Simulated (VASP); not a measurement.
# GaSb3 (Pm-3n) in VASP: a series of runs

The runs below take GaSb3 through single point, relaxation of cell and atoms, with PBE.

All numbers are computed with VASP 6.6.1; they aren't measurements. Logs are shortened: lines on timing, memory, paths and dates and some standing lists are left out, and cuts for length are marked.

### Step 1. The cell of the first run

It takes space group Pm-3n (No. 223, cubic). The conventional cell has a = 5.959 Å, b = 5.959 Å, c = 5.959 Å, α = 90.00°, β = 90.00°, γ = 90.00°. Within 4.4 Å of Ga (site symmetry m-3) lie 12 Sb at 3.33 Å. Sb (site symmetry -4m2) has 10 Sb at 2.98 to 3.65 Å and 4 Ga at 3.33 Å within 3.9 Å.

### Step 2. Single point, PBE

INCAR reads:

```
PREC = Accurate
ENCUT = 500
EDIFF = 1E-6
ISMEAR = 0
SIGMA = 0.1
LREAL = F
LASPH = T
NELM = 120
ALGO = Normal
ISIF = 2
LWAVE = F
LCHARG = F
GGA = PE
NBANDS = 38
GGA_COMPAT = F
```

KPOINTS reads:

```
regular mesh
0
Gamma
  4 4 4
```

POSCAR reads:

```
GaSb3
1.0
    5.9593270087      0.0000000000      0.0000000000
    0.0000000000      5.9593270087      0.0000000000
    0.0000000000      0.0000000000      5.9593270087
Ga Sb
2 6
Direct
    0.0000000000      0.0000000000      0.0000000000
    0.5000000000      0.5000000000      0.5000000000
    0.0000000000      0.5000000000      0.2500000000
    0.0000000000      0.5000000000      0.7500000000
    0.2500000000      0.0000000000      0.5000000000
    0.7500000000      0.0000000000      0.5000000000
    0.5000000000      0.7500000000      0.0000000000
    0.5000000000      0.2500000000      0.0000000000
```

Potentials or basis: VASP PAW PBE potentials, release 64 (Ga_d, Sb).

Started as:

```sh
$ cat potpaw_PBE.64/Ga_d/POTCAR potpaw_PBE.64/Sb/POTCAR > POTCAR
$ mpirun -np 1 vasp_std > vasp.out
```

OUTCAR:

```text
PREC = Accurate
   ENCUT = 500
   EDIFF = 1E-6
   ISMEAR = 0
   LREAL = F
   LASPH = T
   NELM = 120
   ISIF = 2
   GGA = PE

 ion  position               nearest neighbor table
   1  0.000  0.000  0.000-   3 3.33   4 3.33   5 3.33   6 3.33   7 3.33   8 3.33   5 3.33   6 3.33
                             3 3.33   4 3.33   7 3.33   8 3.33
   2  0.500  0.500  0.500-   3 3.33   4 3.33   5 3.33   6 3.33   7 3.33   8 3.33   7 3.33   8 3.33
                             5 3.33   6 3.33   3 3.33   4 3.33
   3  0.000  0.500  0.250-   4 2.98   4 2.98   1 3.33   2 3.33   1 3.33   2 3.33   8 3.65   5 3.65
                             6 3.65   5 3.65   6 3.65   7 3.65   7 3.65   8 3.65
   4  0.000  0.500  0.750-   3 2.98   3 2.98   1 3.33   2 3.33   1 3.33   2 3.33   8 3.65   5 3.65
                             6 3.65   5 3.65   6 3.65   7 3.65   7 3.65   8 3.65
   5  0.250  0.000  0.500-   6 2.98   6 2.98   1 3.33   1 3.33   2 3.33   2 3.33   3 3.65   3 3.65
                             4 3.65   4 3.65   8 3.65   7 3.65   7 3.65   8 3.65
   6  0.750  0.000  0.500-   5 2.98   5 2.98   1 3.33   1 3.33   2 3.33   2 3.33   3 3.65   3 3.65
                             4 3.65   4 3.65   8 3.65   7 3.65   7 3.65   8 3.65
   7  0.500  0.750  0.000-   8 2.98   8 2.98   1 3.33   2 3.33   2 3.33   1 3.33   3 3.65   4 3.65
                             3 3.65   4 3.65   5 3.65   6 3.65   5 3.65   6 3.65
   8  0.500  0.250  0.000-   7 2.98   7 2.98   1 3.33   2 3.33   2 3.33   1 3.33   3 3.65   4 3.65
                             3 3.65   4 3.65   5 3.65   6 3.65   5 3.65   6 3.65

  LATTYP: Found a simple cubic cell.
 ALAT       =     5.9593270087

  Lattice vectors:

 A1 = (   5.9593270087,   0.0000000000,   0.0000000000)
 A2 = (   0.0000000000,   5.9593270087,   0.0000000000)
 A3 = (   0.0000000000,   0.0000000000,   5.9593270087)

Analysis of symmetry for initial positions (statically):
=====================================================================
 Subroutine PRICEL returns:
 Original cell was already a primitive cell.

 Routine SETGRP: Setting up the symmetry group for a
 simple cubic supercell.

 Subroutine GETGRP returns: Found 48 space group operations
 (whereof 24 operations were pure point group operations)
 out of a pool of 48 trial point group operations.

The static configuration has the point symmetry T_h .
 The point group associated with its full space group is O_h .

Analysis of symmetry for dynamics (positions and initial velocities):
=====================================================================
 Subroutine PRICEL returns:
 Original cell was already a primitive cell.

 Routine SETGRP: Setting up the symmetry group for a
 simple cubic supercell.

 Subroutine GETGRP returns: Found 48 space group operations
 (whereof 24 operations were pure point group operations)
 out of a pool of 48 trial point group operations.

The dynamic configuration has the point symmetry T_h .
 The point group associated with its full space group is O_h .

 Subroutine INISYM returns: Found 48 space group operations
 (whereof 24 operations are pure point group operations),
 and found     1 'primitive' translations

----------------------------------------------------------------------------------------

                                     Primitive cell

  volume of cell :     211.6370

  direct lattice vectors                    reciprocal lattice vectors
     5.959327009  0.000000000  0.000000000     0.167804183  0.000000000  0.000000000
     0.000000000  5.959327009  0.000000000     0.000000000  0.167804183  0.000000000
     0.000000000  0.000000000  5.959327009     0.000000000  0.000000000  0.167804183

  length of vectors
     5.959327009  5.959327009  5.959327009     0.167804183  0.167804183  0.167804183

  position of ions in fractional coordinates (direct lattice)
     0.000000000  0.000000000  0.000000000
     0.500000000  0.500000000  0.500000000
     0.000000000  0.500000000  0.250000000
     0.000000000  0.500000000  0.750000000
     0.250000000  0.000000000  0.500000000
     0.750000000  0.000000000  0.500000000
     0.500000000  0.750000000  0.000000000
     0.500000000  0.250000000  0.000000000

  ion indices of the primitive-cell ions
   primitive index   ion index
                 1           1
                 2           2
                 3           3
                 4           4
                 5           5
                 6           6
                 7           7
                 8           8

----------------------------------------------------------------------------------------

 KPOINTS: regular mesh

Automatic generation of k-mesh.
 Grid dimensions read from file:
 generate k-points for:    4    4    4

 Generating k-lattice:

  Cartesian coordinates                     Fractional coordinates (reciprocal lattice)
     0.041951046  0.000000000  0.000000000     0.250000000  0.000000000  0.000000000
     0.000000000  0.041951046  0.000000000     0.000000000  0.250000000  0.000000000
     0.000000000  0.000000000  0.041951046     0.000000000  0.000000000  0.250000000

  Length of vectors
     0.041951046  0.041951046  0.041951046

  Shift w.r.t. Gamma in fractional coordinates (k-lattice)
     0.000000000  0.000000000  0.000000000

 Subroutine IBZKPT returns following result:
 ===========================================

 Found     10 irreducible k-points:

 Following reciprocal coordinates:
            Coordinates               Weight
  0.000000  0.000000  0.000000      1.000000
  0.250000  0.000000  0.000000      6.000000
  0.500000  0.000000  0.000000      3.000000
  0.250000  0.250000  0.000000     12.000000
  0.500000  0.250000  0.000000     12.000000
  0.500000  0.500000  0.000000      3.000000
  0.250000  0.250000  0.250000      8.000000
  0.500000  0.250000  0.250000     12.000000
  0.500000  0.500000  0.250000      6.000000
  0.500000  0.500000  0.500000      1.000000
   k-points           NKPTS =     10   k-points in BZ     NKDIM =     10   number of bands    NBANDS=     38
   number of dos      NEDOS =    301   number of ions     NIONS =      8
   total plane-waves  NPLWV = 110592
   dimension x,y,z NGX =    48 NGY =   48 NGZ =   48
   dimension x,y,z NGXF=    96 NGYF=   96 NGZF=   96
   ions per type =               2   6
   NGX,Y,Z   is equivalent  to a cutoff of  13.39, 13.39, 13.39 a.u.
   NGXF,Y,Z  is equivalent  to a cutoff of  26.78, 26.78, 26.78 a.u.
 SYSTEM =  unknown system
   PREC   = accura    normal or accurate (medium, high low for compatibility)
   ISTART =      0    job   : 0-new  1-cont  2-samecut
   ICHARG =      2    charge: 1-file 2-atom 10-const
   ISPIN  =      1    spin polarized calculation?
   LNONCOLLINEAR =      F non collinear calculations
   LSORBIT =      F    spin-orbit coupling
   LASPH  =      T    aspherical Exc in radial PAW
   ENCUT  =  500.0 eV  36.75 Ry    6.06 a.u.  10.87 10.87 10.87*2*pi/ulx,y,z
   NELM   =    120;   NELMIN=  2; NELMDL= -5     # of ELM steps
   EDIFF  = 0.1E-05   stopping-criterion for ELM
   LREAL  =      F    real-space projection
   EDIFFG = 0.1E-04   stopping-criterion for IOM
   NSW    =      0    number of steps for IOM
   IBRION =     -1    ionic relax: 0-MD 1-quasi-New 2-CG
   NFREE  =      0    steps in history (QN), initial steepest desc. (CG)
   ISIF   =      2    stress and relaxation
   ISYM   =      2    0-nonsym 1-usesym 2-fastsym
   POTIM  = 0.5000    time-step for ionic-motion
   TEBEG  =    0.0;   TEEND  =   0.0 temperature during run
   PSTRESS=    0.0 pullay stress
   NELECT =      56.0000    total number of electrons
   NUPDOWN=      -1.0000    fix difference up-down
   EMIN   =  10.00;   EMAX   =-10.00  energy-range for DOS
   EFERMI =   0.00;   METHOD = LEGACY
   ISMEAR =     0;   SIGMA  =   0.10  broadening in eV -4-tet -1-fermi 0-gaus
   EFERMI_NEDOS =   21; number of points for ismear=-14 and -15
   IALGO  =     38    algorithm
   IMIX   =      4    mixing-type and parameters
     AMIX     =   0.40;   BMIX     =  1.00
     AMIX_MAG =   1.60;   BMIX_MAG =  1.00
  volume/ion in A,a.u.               =      26.45       178.52
  Fermi-wavevector in a.u.,A,eV,Ry     =   1.051010  1.986121 15.029302  1.104623
  Thomas-Fermi vector in A             =   2.186036
   LORBIT       =      0    0 simple, 1 ext, 2 COOP (PROOUT), +10 PAW based schemes
   GGA     = PE    functional components
   LHFCALC =     F    Hartree Fock is set to
   AEXX    =    0.0000 exact exchange contribution
   IVDW    =     0    specifies the selected vdW correction
   LEPSILON=     F    determine dielectric tensor
   LRPA    =     F    only Hartree local field effects (RPA)
 non-spin polarized calculation
 Gauss-broadening in eV      SIGMA  =   0.10
  energy-cutoff  :      500.00
  volume of cell :      211.64
 maximum number of plane-waves:      5449
 NGX is ok and might be reduce to    48
   NGX = 21   NGY = 21   NGZ = 21

 number of electron      55.9999984 magnetization

 Free energy of the ion-electron system (eV)
  ---------------------------------------------------
  ext. energy  EPLUGINS =         0.00000000
  ---------------------------------------------------
  free energy    TOTEN  =       -28.26485946 eV

  energy without entropy =      -28.25765141  energy(sigma->0) =      -28.26125544

 E-fermi :   7.1473     XC(G=0): -10.1021

 val. band max:        7.0914432345   @ k =   0.2500   0.0000   0.0000
 cond. band min:       7.2725410588   @ k =   0.2500   0.0000   0.0000
 fundamental gap:      0.1810978242
 Fermi energy:         7.1472706757

 k-point     1 :       0.0000    0.0000    0.0000
  band No.  band energies     occupation
      1      -7.3620      2.00000
      2      -7.3620      2.00000
      3      -7.3511      2.00000
      4      -7.3511      2.00000
      5      -7.3489      2.00000
      6      -7.3489      2.00000
[... 30 lines left out ...]
     37      11.5881      0.00000
     38      11.5881      0.00000
[... 367 lines left out ...]
     37       9.7232      0.00000
     38       9.7232      0.00000

------------------------ aborting loop because EDIFF is reached ----------------------------------------

  FORCE on cell =-STRESS in cart. coord.  units (eV):
  Direction    XX          YY          ZZ          XY          YZ          ZX
  --------------------------------------------------------------------------------------
  -------------------------------------------------------------------------------------
  Total        0.0174922      0.0174922      0.0174922      0.0000000     -0.0000000     -0.0000000
  in kB        0.1324229      0.1324229      0.1324229      0.0000000     -0.0000000     -0.0000000
  external PRESSURE =       0.1324229 kB  Pullay stress =       0.0000000 kB

 VOLUME and BASIS-vectors are now :
 -----------------------------------------------------------------------------
  energy-cutoff  :      500.00
  volume of cell :      211.64
      direct lattice vectors                 reciprocal lattice vectors
     5.959327009  0.000000000  0.000000000     0.167804183  0.000000000  0.000000000
     0.000000000  5.959327009  0.000000000     0.000000000  0.167804183  0.000000000
     0.000000000  0.000000000  5.959327009     0.000000000  0.000000000  0.167804183

 POSITION                                       TOTAL-FORCE (eV/Angst)
 -----------------------------------------------------------------------------------
      0.00000      0.00000      0.00000         0.000000      0.000000     -0.000000
      2.97966      2.97966      2.97966         0.000000      0.000000     -0.000000
      0.00000      2.97966      1.48983         0.000000      0.000000     -0.000000
      0.00000      2.97966      4.46950         0.000000      0.000000     -0.000000
      1.48983      0.00000      2.97966         0.000000      0.000000      0.000000
      4.46950      0.00000      2.97966        -0.000000     -0.000000      0.000000
      2.97966      4.46950      0.00000        -0.000000     -0.000000     -0.000000
      2.97966      1.48983      0.00000        -0.000000      0.000000     -0.000000
 -----------------------------------------------------------------------------------
    total drift:                                0.000000     -0.000000     -0.000000

  FREE ENERGIE OF THE ION-ELECTRON SYSTEM (eV)
  ---------------------------------------------------
  free  energy   TOTEN  =       -28.2648594624 eV

  energy  without entropy=      -28.2576514145  energy(sigma->0) =      -28.26125544
```

Wall time 80 s (1 thread of Intel Xeon 8259CL, shared host); peak memory 0.35 GiB.

What came out:

```yaml
Free_energy: -28.2649 eV
Pressure: 0.0 GPa
Band_gap_on_the_k_mesh: zero (bands 28 and 29 overlap by 1.68 eV)
```

Caveat: spin-orbit coupling is left out, which moves the levels of the heavy elements.

### Step 3. Single point, PBE

This run uses another cell than the first one, of 26.57 Å³/atom.

INCAR reads:

```
  ALGO = Normal
  EDIFF = 1E-6
  ENCUT = 500
  GGA = PE
  GGA_COMPAT = F
  ISIF = 2
  ISMEAR = 0
  LASPH = T
  LCHARG = F
  LREAL = F
  LWAVE = F
  NBANDS = 38
  NELM = 120
  PREC = Accurate
  SIGMA = 0.1
```

KPOINTS reads:

```
k-points
0
Gamma
  6 6 6
```

POSCAR: that of step 2 with these lines changed.

```diff
@@ -2,5 +2,5 @@
 1.0
-    5.9593270087      0.0000000000      0.0000000000
-    0.0000000000      5.9593270087      0.0000000000
-    0.0000000000      0.0000000000      5.9593270087
+    5.9679860561      0.0000000000      0.0000000000
+    0.0000000000      5.9679860561      0.0000000000
+    0.0000000000      0.0000000000      5.9679860561
 Ga Sb
```

Potentials or basis: VASP PAW PBE potentials, release 64 (Ga_d, Sb).

Started as:

```sh
$ cat potpaw_PBE.64/Ga_d/POTCAR potpaw_PBE.64/Sb/POTCAR > POTCAR
$ mpirun -np 1 vasp_std > vasp.out
```

Wall time 2.4 min (1 thread of Intel Xeon 8259CL, shared host); peak memory 0.4 GiB.

Results (log left out):

```
Free energy            : -28.1487 eV
Pressure               : -0.1 GPa
Band gap on the k mesh : zero (bands 28 and 29 overlap by 1.66 eV)
```

Levels at points of the mesh, in eV from the Fermi level:
```csv
k point,band 25,band 26,band 27,band 28,band 29,band 30,band 31,band 32
"(0.00, 0.00, 0.00)",-1.41,-1.41,-1.27,-1.27,-1.27,-1.26,1.22,1.22
"(0.50, 0.00, 0.00)",-1.42,-1.42,-0.47,-0.47,-0.35,-0.35,0.95,0.95
"(0.50, 0.50, 0.00)",-0.99,-0.67,-0.52,-0.52,-0.23,0.71,1.82,1.82
"(0.50, 0.50, 0.50)",0.11,0.11,0.38,0.38,0.38,0.38,0.38,0.38
```

Caveat: spin-orbit coupling is left out, which moves the levels of the heavy elements.

[end of part 1 of 2]
